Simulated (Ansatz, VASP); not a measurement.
CdSe: VASP beside Ansatz

```
CELL_PARAMETERS angstrom
0.00000 2.97249 2.97249
2.97249 0.00000 2.97249
3.22654 3.22654 -0.25405
ATOMIC_POSITIONS crystal
Cd 0.00000 0.00000 0.00000
Se 0.75000 0.75000 0.75000
```

Alike in both runs: task single point; functional PBEsol; k mesh 10 × 10 × 10; occupations gaussian, width 0.05 eV; no spin polarisation.

```csv
,VASP,Ansatz
version,VASP 6.6.1,Ansatz 0.2.0
potentials or method,"VASP PAW PBE potentials, release 64 (Cd, Se), cutoff 520 eV","scalar-relativistic, plane waves, PAW"
valence electrons in the cell,18,36
```

|  | VASP | Ansatz | Ansatz less VASP |
| --- | --- | --- | --- |
| gap on the k mesh at the Fermi level (eV) | 0.32 | 0.32 | +0.003 |
| least direct gap on the mesh (eV) | 0.32 | 0.32 | +0.003 |
| pressure (GPa) | -1.1 | -1.4 | -0.29 |
| traceless stress, the component that is largest in VASP (GPa) | -2.44 | -2.38 | +0.062 |
| rms of the force components (eV/Å) | 0.214 | 0.199 | -0.0152 |

VASP's potentials were made for PBE, not for PBEsol. Atom by atom the forces differ by 0.015 eV/Å (rms over components). VASP's potentials hold 18 valence electrons a cell and Ansatz's 36, so a difference there can come from the potentials and not from the codes.
